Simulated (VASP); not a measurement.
# H4BrN (P-43m) in VASP: a series of runs, part 2 of 2

VASP 6.6.1.

## (3) Single point, LDA

This run uses another cell than the first one, of 7.19 Å³/atom, 1.145 times its volume.

INCAR reads:

```
SYSTEM = H4BrN
  PREC = Accurate
  ENCUT = 520
  EDIFF = 1E-6
  ISMEAR = -1
  SIGMA = 0.01
  LREAL = .False.
  LASPH = .True.
  NELM = 60
  ALGO = Normal
  ISIF = 2
  LWAVE = .False.
  LCHARG = .False.
  NBANDS = 17
```

KPOINTS reads:

```
Automatic mesh
0
Gamma
  4 4 4
  0 0 0
```

POSCAR reads:

```
H4BrN
1.0
    3.5068020169      0.0000000000      0.0000000000
    0.0000000000      3.5068020169      0.0000000000
    0.0000000000      0.0000000000      3.5068020169
H Br N
4 1 1
Direct
    0.1719518922      0.1719518922      0.1719518922
    0.1719518922      0.8280481078      0.8280481078
    0.8280481078      0.1719518922      0.8280481078
    0.8280481078      0.8280481078      0.1719518922
    0.5000000000      0.5000000000      0.5000000000
    0.0000000000      0.0000000000      0.0000000000
```

Potentials or basis: VASP PAW LDA potentials, release 64 (H, Br, N).

Command:

```bash
cat potpaw_LDA.64/H/POTCAR potpaw_LDA.64/Br/POTCAR potpaw_LDA.64/N/POTCAR > POTCAR
mpirun -np 1 vasp_std > vasp.out
```

OUTCAR:

```text
SYSTEM = H4BrN
   PREC = Accurate
   ENCUT = 520
   EDIFF = 1E-6
   ISMEAR = -1
   LREAL = .False.
   LASPH = .True.
   NELM = 60
   ISIF = 2

 ion  position               nearest neighbor table
   1  0.172  0.172  0.172-   6 1.04
   2  0.172  0.828  0.828-   6 1.04
   3  0.828  0.172  0.828-   6 1.04
   4  0.828  0.828  0.172-   6 1.04
   5  0.500  0.500  0.500-
   6  0.000  0.000  0.000-   1 1.04   2 1.04   3 1.04   4 1.04

  LATTYP: Found a simple cubic cell.
 ALAT       =     3.5068020169

  Lattice vectors:

 A1 = (   3.5068020169,   0.0000000000,   0.0000000000)
 A2 = (   0.0000000000,   3.5068020169,   0.0000000000)
 A3 = (   0.0000000000,   0.0000000000,   3.5068020169)

Analysis of symmetry for initial positions (statically):
=====================================================================
 Subroutine PRICEL returns:
 Original cell was already a primitive cell.

 Routine SETGRP: Setting up the symmetry group for a
 simple cubic supercell.

 Subroutine GETGRP returns: Found 24 space group operations
 (whereof 24 operations were pure point group operations)
 out of a pool of 48 trial point group operations.

The static configuration has the point symmetry T_d .

Analysis of symmetry for dynamics (positions and initial velocities):
=====================================================================
 Subroutine PRICEL returns:
 Original cell was already a primitive cell.

 Routine SETGRP: Setting up the symmetry group for a
 simple cubic supercell.

 Subroutine GETGRP returns: Found 24 space group operations
 (whereof 24 operations were pure point group operations)
 out of a pool of 48 trial point group operations.

The dynamic configuration has the point symmetry T_d .

 Subroutine INISYM returns: Found 24 space group operations
 (whereof 24 operations are pure point group operations),
 and found     1 'primitive' translations

----------------------------------------------------------------------------------------

                                     Primitive cell

  volume of cell :      43.1255

  direct lattice vectors                    reciprocal lattice vectors
     3.506802017  0.000000000  0.000000000     0.285160096  0.000000000  0.000000000
     0.000000000  3.506802017  0.000000000     0.000000000  0.285160096  0.000000000
     0.000000000  0.000000000  3.506802017     0.000000000  0.000000000  0.285160096

  length of vectors
     3.506802017  3.506802017  3.506802017     0.285160096  0.285160096  0.285160096

  position of ions in fractional coordinates (direct lattice)
     0.171951892  0.171951892  0.171951892
     0.171951892  0.828048108  0.828048108
     0.828048108  0.171951892  0.828048108
     0.828048108  0.828048108  0.171951892
     0.500000000  0.500000000  0.500000000
     0.000000000  0.000000000  0.000000000

  ion indices of the primitive-cell ions
   primitive index   ion index
                 1           1
                 2           2
                 3           3
                 4           4
                 5           5
                 6           6

[... 29 lines left out ...]
  0.250000  0.000000  0.000000      6.000000
  0.500000  0.000000  0.000000      3.000000
  0.250000  0.250000  0.000000     12.000000
  0.500000  0.250000  0.000000     12.000000
  0.500000  0.500000  0.000000      3.000000
  0.250000  0.250000  0.250000      8.000000
  0.500000  0.250000  0.250000     12.000000
  0.500000  0.500000  0.250000      6.000000
  0.500000  0.500000  0.500000      1.000000
   k-points           NKPTS =     10   k-points in BZ     NKDIM =     10   number of bands    NBANDS=     17
   number of dos      NEDOS =    301   number of ions     NIONS =      6
   total plane-waves  NPLWV =  21952
   dimension x,y,z NGX =    28 NGY =   28 NGZ =   28
   dimension x,y,z NGXF=    56 NGYF=   56 NGZF=   56
   ions per type =               4   1   1
   NGX,Y,Z   is equivalent  to a cutoff of  13.27, 13.27, 13.27 a.u.
   NGXF,Y,Z  is equivalent  to a cutoff of  26.55, 26.55, 26.55 a.u.
 SYSTEM =  H4BrN
   PREC   = accura    normal or accurate (medium, high low for compatibility)
   ISTART =      0    job   : 0-new  1-cont  2-samecut
   ICHARG =      2    charge: 1-file 2-atom 10-const
   ISPIN  =      1    spin polarized calculation?
   LNONCOLLINEAR =      F non collinear calculations
   LSORBIT =      F    spin-orbit coupling
   LASPH  =      T    aspherical Exc in radial PAW
   ENCUT  =  520.0 eV  38.22 Ry    6.18 a.u.   6.52  6.52  6.52*2*pi/ulx,y,z
   NELM   =     60;   NELMIN=  2; NELMDL= -5     # of ELM steps
   EDIFF  = 0.1E-05   stopping-criterion for ELM
   LREAL  =      F    real-space projection
   EDIFFG = 0.1E-04   stopping-criterion for IOM
   NSW    =      0    number of steps for IOM
   IBRION =     -1    ionic relax: 0-MD 1-quasi-New 2-CG
   NFREE  =      0    steps in history (QN), initial steepest desc. (CG)
   ISIF   =      2    stress and relaxation
   ISYM   =      2    0-nonsym 1-usesym 2-fastsym
   POTIM  = 0.5000    time-step for ionic-motion
   TEBEG  =    0.0;   TEEND  =   0.0 temperature during run
   PSTRESS=    0.0 pullay stress
   NELECT =      16.0000    total number of electrons
   NUPDOWN=      -1.0000    fix difference up-down
   EMIN   =  10.00;   EMAX   =-10.00  energy-range for DOS
   EFERMI =   0.00;   METHOD = LEGACY
   ISMEAR =    -1;   SIGMA  =   0.01  broadening in eV -4-tet -1-fermi 0-gaus
   EFERMI_NEDOS =   21; number of points for ismear=-14 and -15
   IALGO  =     38    algorithm
   IMIX   =      4    mixing-type and parameters
     AMIX     =   0.40;   BMIX     =  1.00
     AMIX_MAG =   1.60;   BMIX_MAG =  1.00
  volume/ion in A,a.u.               =       7.19        48.50
  Fermi-wavevector in a.u.,A,eV,Ry     =   1.176351  2.222981 18.827763  1.383802
  Thomas-Fermi vector in A             =   2.312716
   LORBIT       =      0    0 simple, 1 ext, 2 COOP (PROOUT), +10 PAW based schemes
   GGA     = CA    functional components
   LHFCALC =     F    Hartree Fock is set to
   AEXX    =    0.0000 exact exchange contribution
   IVDW    =     0    specifies the selected vdW correction
   LEPSILON=     F    determine dielectric tensor
   LRPA    =     F    only Hartree local field effects (RPA)
 non-spin polarized calculation
  energy-cutoff  :      520.00
  volume of cell :       43.13
 maximum number of plane-waves:      1189
 NGX is ok and might be reduce to    28
   NGX = 13   NGY = 13   NGZ = 13

 number of electron      15.9999994 magnetization

 Free energy of the ion-electron system (eV)
  ---------------------------------------------------
  ext. energy  EPLUGINS =         0.00000000
  ---------------------------------------------------
  free energy    TOTEN  =       -27.93847897 eV

  energy without entropy =      -27.93847897  energy(sigma->0) =      -27.93847897

 E-fermi :   2.7724     XC(G=0): -10.4630

 val. band max:        2.4838837662   @ k =   0.0000   0.0000   0.0000
 cond. band min:       8.1796467617   @ k =   0.5000   0.5000   0.0000
 fundamental gap:      5.6957629955
 Fermi energy:         2.7723612401

 k-point     1 :       0.0000    0.0000    0.0000
  band No.  band energies     occupation
      1     -15.7081      2.00000
      2     -10.8842      2.00000
      3      -4.6726      2.00000
      4      -4.6726      2.00000
      5      -4.6726      2.00000
      6       2.4839      2.00000
[... 177 lines left out ...]
      4      -5.2343      2.00000
      5      -5.2343      2.00000
      6      -0.5650      2.00000
[... 9 lines left out ...]
     16      22.3338      0.00000
     17      22.3338      0.00000

------------------------ aborting loop because EDIFF is reached ----------------------------------------

  FORCE on cell =-STRESS in cart. coord.  units (eV):
  Direction    XX          YY          ZZ          XY          YZ          ZX
  --------------------------------------------------------------------------------------
  -------------------------------------------------------------------------------------
  Total        5.4304956      5.4304956      5.4304956      0.0000000      0.0000000      0.0000000
  in kB      201.7512850    201.7512850    201.7512850      0.0000000      0.0000000      0.0000000
  external PRESSURE =     201.7512850 kB  Pullay stress =       0.0000000 kB

 VOLUME and BASIS-vectors are now :
 -----------------------------------------------------------------------------
  energy-cutoff  :      520.00
  volume of cell :       43.13
      direct lattice vectors                 reciprocal lattice vectors
     3.506802017  0.000000000  0.000000000     0.285160096  0.000000000  0.000000000
     0.000000000  3.506802017  0.000000000     0.000000000  0.285160096  0.000000000
     0.000000000  0.000000000  3.506802017     0.000000000  0.000000000  0.285160096

 POSITION                                       TOTAL-FORCE (eV/Angst)
 -----------------------------------------------------------------------------------
      0.60300      0.60300      0.60300         0.035802      0.035802      0.035802
      0.60300      2.90380      2.90380         0.035802     -0.035802     -0.035802
      2.90380      0.60300      2.90380        -0.035802      0.035802     -0.035802
      2.90380      2.90380      0.60300        -0.035802     -0.035802      0.035802
      1.75340      1.75340      1.75340        -0.000000     -0.000000     -0.000000
      0.00000      0.00000      0.00000        -0.000000     -0.000000     -0.000000
 -----------------------------------------------------------------------------------
    total drift:                               -0.000000     -0.000000     -0.000000

  FREE ENERGIE OF THE ION-ELECTRON SYSTEM (eV)
  ---------------------------------------------------
  free  energy   TOTEN  =       -27.9384789745 eV

  energy  without entropy=      -27.9384789745  energy(sigma->0) =      -27.93847897
```

Run time: 5.1 s. Hardware: 1 thread of Intel Xeon 6975P-C (Granite Rapids), shared host; peak memory 0.13 GiB.

What came out:

- Free energy: -27.9385 eV
- Pressure: 20.2 GPa
- Largest force: 0.062 eV/Å
- Band gap on the k mesh: 5.70 eV, indirect (least direct gap 5.89 eV)

Forces on the atoms (eV/Å):
```
H    0.036  0.036  0.036
H    0.036 -0.036 -0.036
H   -0.036  0.036 -0.036
H   -0.036 -0.036  0.036
Br   0.000  0.000  0.000
N    0.000  0.000  0.000
```

Levels at points of the mesh, in eV from the valence-band top:
```
           k point  band 4  band 5  band 6  band 7  band 8  band 9  band 10  band 11  band 12  band 13
(0.00, 0.00, 0.00)   -7.16   -7.16    0.00    0.00    0.00    5.89     5.89     6.10    10.61    10.61
(0.50, 0.00, 0.00)   -6.77   -6.70   -3.33   -0.76   -0.76    8.35     8.88     9.48    10.69    10.69
(0.50, 0.50, 0.00)   -8.47   -6.33   -1.20   -1.20   -0.40    5.70     6.79     7.81     7.81    13.70
(0.50, 0.50, 0.50)   -7.72   -7.72   -3.05   -3.05   -3.05    8.89     8.89     8.89    12.90    12.90
```

Caveat: the k points lie up to 0.45 Å⁻¹ apart.
